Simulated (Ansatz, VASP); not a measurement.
# Two plane-wave programs on Cu

The input INCAR:

```
PREC = Accurate
ENCUT = 520
EDIFF = 1E-6
ISMEAR = 0
SIGMA = 0.15
LREAL = False
LASPH = True
NELM = 80
ALGO = Fast
ISIF = 2
LWAVE = False
LCHARG = True
GGA = PS
LELF = True
LVHAR = True
NBANDS = 54
```

The input KPOINTS:

```
regular mesh
0
Gamma
  12 12 12
```

Contents of POSCAR:

```
Cu
1.0
    3.6150000000      0.0000000000      3.6150000000
    0.0000000000     -3.6150000000      3.6150000000
    3.6150000000     -3.6150000000      0.0000000000
Cu
8
Direct
    0.0497925311      0.0497925311      0.4502074689
    0.0000000000      0.5000000000      0.5000000000
    0.5000000000      0.0000000000      0.5000000000
    0.5000000000      0.5000000000      0.5000000000
    0.0000000000      0.0000000000      0.0000000000
    0.0000000000      0.5000000000      0.0000000000
    0.5000000000      0.0000000000      0.0000000000
    0.5000000000      0.5000000000      0.0000000000
```

Input for Ansatz:

```yaml
crystal:
  lattice:
    - [3.615, 0.0, 3.615]
    - [0.0, -3.615, 3.615]
    - [3.615, -3.615, 0.0]
  atoms:
    - { symbol: Cu, position: [0.0497925311, 0.0497925311, 0.4502074689] }
    - { symbol: Cu, position: [0.0, 0.5, 0.5] }
    - { symbol: Cu, position: [0.5, 0.0, 0.5] }
    - { symbol: Cu, position: [0.5, 0.5, 0.5] }
    - { symbol: Cu, position: [0.0, 0.0, 0.0] }
    - { symbol: Cu, position: [0.0, 0.5, 0.0] }
    - { symbol: Cu, position: [0.5, 0.0, 0.0] }
    - { symbol: Cu, position: [0.5, 0.5, 0.0] }
basis:
  ecutwfc: 420
kpoints:
  mp_grid: { grid: [12, 12, 12] }
hamiltonian:
  xc: pbesol
scf:
  occupations: { method: gaussian, width: 0.15 }
output:
  forces: true
  stress: true
  eigenvalues: true
```

Alike in both runs: task single point; functional PBEsol; k mesh 12 × 12 × 12; occupations gaussian, width 0.15 eV; no spin polarisation.

```csv
,VASP,Ansatz
version,VASP 6.6.1,Ansatz 0.2.0
potentials or method,"VASP PAW PBE potentials, release 64 (Cu), cutoff 520 eV","scalar-relativistic, plane waves, PAW"
valence electrons in the cell,88,152
```

```tsv
	VASP	Ansatz	Ansatz less VASP
gap on the k mesh at the Fermi level (eV)	none	none	-
pressure (GPa)	-3.0	-3.7	-0.73
traceless stress, the component that is largest in VASP (GPa)	-0.24	-0.24	-0.003
rms of the force components (eV/Å)	0.663	0.660	-0.0032
```

VASP's potentials were made for PBE, not for PBEsol. Atom by atom the forces differ by 0.003 eV/Å (rms over components). A gap of «none» marks a metal or a gap that the smearing closes. The functional is the same, so the differences come from potentials, cutoffs and numerics. VASP's potentials hold 88 valence electrons a cell and Ansatz's 152, so a difference there can come from the potentials and not from the codes.
